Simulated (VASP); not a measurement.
# Hg (I4/mmm) in VASP: further runs

Hg is run at these levels: LDA, b88 exchange, pbe correlation, RPBE; tasks: single point, relaxation of cell and atoms.

All numbers are computed with VASP 6.6.1; they aren't measurements. Logs are shortened: lines on timing, memory, paths and dates and some standing lists are left out, and cuts for length are marked.

## 1. The cell of the first run

The structure is tetragonal, space group I4/mmm (No. 139). The conventional cell has a = 3.753 Å, b = 3.753 Å, c = 3.834 Å, α = 90.00°, β = 90.00°, γ = 90.00°. Hg (site symmetry 4/mmm) has 14 Hg at 3.27 to 3.83 Å within 4.3 Å.

## 2. Single point, LDA

File INCAR:

```
ALGO = Normal ; EDIFF = 1E-6
ENCUT = 500 ; GGA_COMPAT = False
ISIF = 2 ; ISMEAR = -1
LASPH = True ; LCHARG = True
LELF = True ; LREAL = False
LVHAR = True ; LWAVE = False
NBANDS = 12 ; NELM = 120
PREC = Accurate ; SIGMA = 0.1
```

File KPOINTS:

```
k-points
0
Gamma
  10 10 10
```

File POSCAR:

```
Hg
1.0
   -1.8767364350      1.8767364350      1.9168448550
    1.8767364350     -1.8767364350      1.9168448550
    1.8767364350      1.8767364350     -1.9168448550
Hg
1
Direct
    0.5000000000      0.5000000000      0.0000000000
```

Potentials or basis: VASP PAW LDA potentials, release 64 (Hg).

Command:

```sh
$ cat potpaw_LDA.64/Hg/POTCAR > POTCAR
$ mpirun -np 1 vasp_std > vasp.out
```

OUTCAR:

```text
EDIFF = 1E-6
   ENCUT = 500
   ISIF = 2
   ISMEAR = -1
   LASPH = True
   LREAL = False
   NELM = 120
   PREC = Accurate

 ion  position               nearest neighbor table
   1  0.500  0.500  0.000-

  LATTYP: Found a body centered tetragonal cell.
 ALAT       =     3.7534728700
 C/A-ratio  =     1.0213713653

  Lattice vectors:

 A1 = (  -1.8767364350,   1.8767364350,   1.9168448550)
 A2 = (   1.8767364350,  -1.8767364350,   1.9168448550)
 A3 = (   1.8767364350,   1.8767364350,  -1.9168448550)

Analysis of symmetry for initial positions (statically):
=====================================================================
 Subroutine PRICEL returns:
 Original cell was already a primitive cell.

 Routine SETGRP: Setting up the symmetry group for a
 body centered tetragonal supercell.

 Subroutine GETGRP returns: Found 16 space group operations
 (whereof 16 operations were pure point group operations)
 out of a pool of 16 trial point group operations.

The static configuration has the point symmetry D_4h.

Analysis of symmetry for dynamics (positions and initial velocities):
=====================================================================
 Subroutine PRICEL returns:
 Original cell was already a primitive cell.

 Routine SETGRP: Setting up the symmetry group for a
 body centered tetragonal supercell.

 Subroutine GETGRP returns: Found 16 space group operations
 (whereof 16 operations were pure point group operations)
 out of a pool of 16 trial point group operations.

The dynamic configuration has the point symmetry D_4h.

 Subroutine INISYM returns: Found 16 space group operations
 (whereof 16 operations are pure point group operations),
 and found     1 'primitive' translations

----------------------------------------------------------------------------------------

                                     Primitive cell

  volume of cell :      27.0056

  direct lattice vectors                    reciprocal lattice vectors
    -1.876736435  1.876736435  1.916844855     0.000000000  0.266419936  0.260845315
     1.876736435 -1.876736435  1.916844855     0.266419936  0.000000000  0.260845315
     1.876736435  1.876736435 -1.916844855     0.266419936  0.266419936  0.000000000

  length of vectors
     3.273923257  3.273923257  3.273923257     0.372853672  0.372853672  0.376774686

  position of ions in fractional coordinates (direct lattice)
     0.500000000  0.500000000  0.000000000

  ion indices of the primitive-cell ions
   primitive index   ion index
                 1           1

----------------------------------------------------------------------------------------

 KPOINTS: k-points

Automatic generation of k-mesh.
 Grid dimensions read from file:
 generate k-points for:   10   10   10

 Generating k-lattice:

  Cartesian coordinates                     Fractional coordinates (reciprocal lattice)
     0.000000000  0.026641994  0.026084531     0.100000000  0.000000000  0.000000000
     0.026641994  0.000000000  0.026084531     0.000000000  0.100000000  0.000000000
     0.026641994  0.026641994  0.000000000     0.000000000  0.000000000  0.100000000

  Length of vectors
     0.037285367  0.037285367  0.037677469

  Shift w.r.t. Gamma in fractional coordinates (k-lattice)
     0.000000000  0.000000000  0.000000000

 Subroutine IBZKPT returns following result:
 ===========================================

 Found    102 irreducible k-points:

 Following reciprocal coordinates:
            Coordinates               Weight
  0.000000  0.000000  0.000000      1.000000
  0.100000  0.000000 -0.000000      8.000000
  0.200000  0.000000 -0.000000      8.000000
  0.300000  0.000000  0.000000      8.000000
  0.400000  0.000000 -0.000000      8.000000
  0.500000 -0.000000  0.000000      4.000000
[... 16 lines left out ...]
  0.300000  0.300000  0.000000      8.000000
  0.400000  0.300000 -0.000000     16.000000
 [... further k-points ...]
   k-points           NKPTS =    102   k-points in BZ     NKDIM =    102   number of bands    NBANDS=     12
   number of dos      NEDOS =    301   number of ions     NIONS =      1
   total plane-waves  NPLWV =  13824
   dimension x,y,z NGX =    24 NGY =   24 NGZ =   24
   dimension x,y,z NGXF=    48 NGYF=   48 NGZF=   48
   ions per type =               1
   NGX,Y,Z   is equivalent  to a cutoff of  12.19, 12.19, 12.19 a.u.
   NGXF,Y,Z  is equivalent  to a cutoff of  24.37, 24.37, 24.37 a.u.
 SYSTEM =  unknown system
   PREC   = accura    normal or accurate (medium, high low for compatibility)
   ISTART =      0    job   : 0-new  1-cont  2-samecut
   ICHARG =      2    charge: 1-file 2-atom 10-const
   ISPIN  =      1    spin polarized calculation?
   LNONCOLLINEAR =      F non collinear calculations
   LSORBIT =      F    spin-orbit coupling
   LASPH  =      T    aspherical Exc in radial PAW
   ENCUT  =  500.0 eV  36.75 Ry    6.06 a.u.   5.97  5.97  5.97*2*pi/ulx,y,z
   NELM   =    120;   NELMIN=  2; NELMDL= -5     # of ELM steps
   EDIFF  = 0.1E-05   stopping-criterion for ELM
   LREAL  =      F    real-space projection
   EDIFFG = 0.1E-04   stopping-criterion for IOM
   NSW    =      0    number of steps for IOM
   IBRION =     -1    ionic relax: 0-MD 1-quasi-New 2-CG
   NFREE  =      0    steps in history (QN), initial steepest desc. (CG)
   ISIF   =      2    stress and relaxation
   ISYM   =      2    0-nonsym 1-usesym 2-fastsym
   POTIM  = 0.5000    time-step for ionic-motion
   TEBEG  =    0.0;   TEEND  =   0.0 temperature during run
   PSTRESS=    0.0 pullay stress
   NELECT =      12.0000    total number of electrons
   NUPDOWN=      -1.0000    fix difference up-down
   EMIN   =  10.00;   EMAX   =-10.00  energy-range for DOS
   EFERMI =   0.00;   METHOD = LEGACY
   ISMEAR =    -1;   SIGMA  =   0.10  broadening in eV -4-tet -1-fermi 0-gaus
   EFERMI_NEDOS =   21; number of points for ismear=-14 and -15
   IALGO  =     38    algorithm
   IMIX   =      4    mixing-type and parameters
     AMIX     =   0.40;   BMIX     =  1.00
     AMIX_MAG =   1.60;   BMIX_MAG =  1.00
  volume/ion in A,a.u.               =      27.01       182.24
  Fermi-wavevector in a.u.,A,eV,Ry     =   1.249254  2.360748 21.233735  1.560635
  Thomas-Fermi vector in A             =   2.383303
   LORBIT       =      0    0 simple, 1 ext, 2 COOP (PROOUT), +10 PAW based schemes
   GGA     = CA    functional components
   LHFCALC =     F    Hartree Fock is set to
   AEXX    =    0.0000 exact exchange contribution
   IVDW    =     0    specifies the selected vdW correction
   LEPSILON=     F    determine dielectric tensor
   LRPA    =     F    only Hartree local field effects (RPA)
 non-spin polarized calculation
  energy-cutoff  :      500.00
  volume of cell :       27.01
 maximum number of plane-waves:       697
   NGX = 11   NGY = 11   NGZ = 11

 number of electron      11.9999998 magnetization

 Free energy of the ion-electron system (eV)
  ---------------------------------------------------
  ext. energy  EPLUGINS =         0.00000000
  ---------------------------------------------------
  free energy    TOTEN  =        -0.87151529 eV

  energy without entropy =       -0.86386327  energy(sigma->0) =       -0.86768928

 E-fermi :   1.4127     XC(G=0): -10.4842

 val. band max:        1.4022910019   @ k =  -0.4000   0.5000   0.3000
 cond. band min:       1.4255006302   @ k =   0.4000   0.1000   0.1000
 fundamental gap:      0.0232096283
 Fermi energy:         1.4126535430

 k-point     1 :       0.0000    0.0000    0.0000
  band No.  band energies     occupation
      1      -6.5677      2.00000
      2      -5.1968      2.00000
      3      -5.1968      2.00000
      4      -5.1504      2.00000
      5      -4.5066      2.00000
      6      -4.4574      2.00000
      7      15.7898      0.00000
      8      15.9061      0.00000
      9      15.9061      0.00000
     10      15.9942      0.00000
     11      16.3881      0.00000
     12      16.3881      0.00000

 k-point     2 :       0.1000    0.0000   -0.0000
  band No.  band energies     occupation
      1      -6.3329      2.00000
      2      -5.2102      2.00000
      3      -5.1748      2.00000
      4      -5.0706      2.00000
      5      -4.5342      2.00000
      6      -4.4649      2.00000
      7      13.4018      0.00000
      8      15.0504      0.00000
      9      15.0947      0.00000
     10      15.9204      0.00000
     11      16.2534      0.00000
     12      16.2939      0.00000

 k-point     3 :       0.2000    0.0000   -0.0000
  band No.  band energies     occupation
      1      -5.8080      2.00000
      2      -5.2941      2.00000
      3      -4.9581      2.00000
      4      -4.8003      2.00000
      5      -4.5860      2.00000
      6      -4.4685      2.00000
      7       9.7201      0.00000
      8      13.4093      0.00000
      9      13.5666      0.00000
     10      15.4774      0.00000
     11      16.1394      0.00000
     12      17.1499      0.00000

 k-point     4 :       0.3000    0.0000    0.0000
  band No.  band energies     occupation
      1      -5.6737      2.00000
      2      -5.3986      2.00000
      3      -4.5979      2.00000
      4      -4.4649      2.00000
      5      -4.4362      2.00000
      6      -3.8891      2.00000
      7       6.1991      0.00000
      8      11.8022      0.00000
      9      12.3236      0.00000
     10      15.2002      0.00000
     11      16.0486      0.00000
     12      18.5197      0.00000

 k-point     5 :       0.4000    0.0000   -0.0000
  band No.  band energies     occupation
      1      -5.7580      2.00000
      2      -5.4816      2.00000
      3      -4.5744      2.00000
      4      -4.4566      2.00000
      5      -4.1149      2.00000
      6      -2.1049      2.00000
      7       3.0259      0.00000
      8      10.6752      0.00000
      9      11.5289      0.00000
     10      15.0856      0.00000
     11      15.9918      0.00000
     12      20.0752      0.00000
[... 228 lines left out ...]
      1      -5.5578      2.00000
      2      -5.3343      2.00000
      3      -4.9184      2.00000
      4      -4.5935      2.00000
      5      -4.4676      2.00000
      6      -4.1317      2.00000
      7       8.0955      0.00000
      8      10.6894      0.00000
      9      12.3499      0.00000
     10      15.7153      0.00000
     11      17.2824      0.00000
     12      17.6377      0.00000

 k-point    22 :      -0.2000    0.2000    0.0000
  band No.  band energies     occupation
      1      -5.7852      2.00000
      2      -5.3271      2.00000
      3      -4.9315      2.00000
      4      -4.8148      2.00000
      5      -4.5439      2.00000
      6      -4.4856      2.00000
      7       9.9775      0.00000
      8      13.1428      0.00000
      9      13.3144      0.00000
     10      15.1682      0.00000
     11      15.8482      0.00000
     12      17.5992      0.00000

 k-point    23 :       0.3000    0.3000    0.0000
  band No.  band energies     occupation
      1      -5.5477      2.00000
      2      -5.1002      2.00000
      3      -4.8702      2.00000
      4      -4.4692      2.00000
      5      -4.3829      2.00000
      6       0.1003      2.00000
      7       3.0929      0.00000
      8       4.5611      0.00000
      9      10.7120      0.00000
     10      17.6396      0.00000
     11      18.1908      0.00000
     12      19.3251      0.00000

 k-point    24 :       0.4000    0.3000   -0.0000
  band No.  band energies     occupation
      1      -5.5591      2.00000
      2      -5.1092      2.00000
      3      -4.8577      2.00000
      4      -4.4856      2.00000
      5      -4.3474      2.00000
      6       0.1938      1.99999
      7       3.0075      0.00000
      8       4.5499      0.00000
      9      10.6301      0.00000
     10      17.2381      0.00000
     11      18.1333      0.00000
     12      19.9457      0.00000

 [... further k-points ...]

------------------------ aborting loop because EDIFF is reached ----------------------------------------

  FORCE on cell =-STRESS in cart. coord.  units (eV):
  Direction    XX          YY          ZZ          XY          YZ          ZX
  --------------------------------------------------------------------------------------
  -------------------------------------------------------------------------------------
  Total       -0.7327835     -0.7327835     -0.6988642      0.0000000     -0.0000000      0.0000000
  in kB      -43.4743127    -43.4743127    -41.4619594      0.0000000     -0.0000000      0.0000000
  external PRESSURE =     -42.8035283 kB  Pullay stress =       0.0000000 kB

 VOLUME and BASIS-vectors are now :
 -----------------------------------------------------------------------------
  energy-cutoff  :      500.00
  volume of cell :       27.01
      direct lattice vectors                 reciprocal lattice vectors
    -1.876736435  1.876736435  1.916844855     0.000000000  0.266419936  0.260845315
     1.876736435 -1.876736435  1.916844855     0.266419936  0.000000000  0.260845315
     1.876736435  1.876736435 -1.916844855     0.266419936  0.266419936  0.000000000

 POSITION                                       TOTAL-FORCE (eV/Angst)
 -----------------------------------------------------------------------------------
      0.00000      0.00000      1.91684        -0.000000     -0.000000      0.000000
 -----------------------------------------------------------------------------------
    total drift:                               -0.000000      0.000000      0.000000

  FREE ENERGIE OF THE ION-ELECTRON SYSTEM (eV)
  ---------------------------------------------------
  free  energy   TOTEN  =        -0.8715152887 eV

  energy  without entropy=       -0.8638632651  energy(sigma->0) =       -0.86768928
```

It took 6.3 s on 1 thread of Intel Xeon 6975P-C (Granite Rapids), shared host; peak memory 0.14 GiB.

Results:

* Free energy: -0.8715 eV
* Pressure: -4.3 GPa
* Band gap on the k mesh: zero (bands 6 and 7 overlap by 3.19 eV)

Caveat: the cell stands under tension; spin-orbit coupling is left out, which moves the levels of the heavy elements.

[end of part 1 of 2]
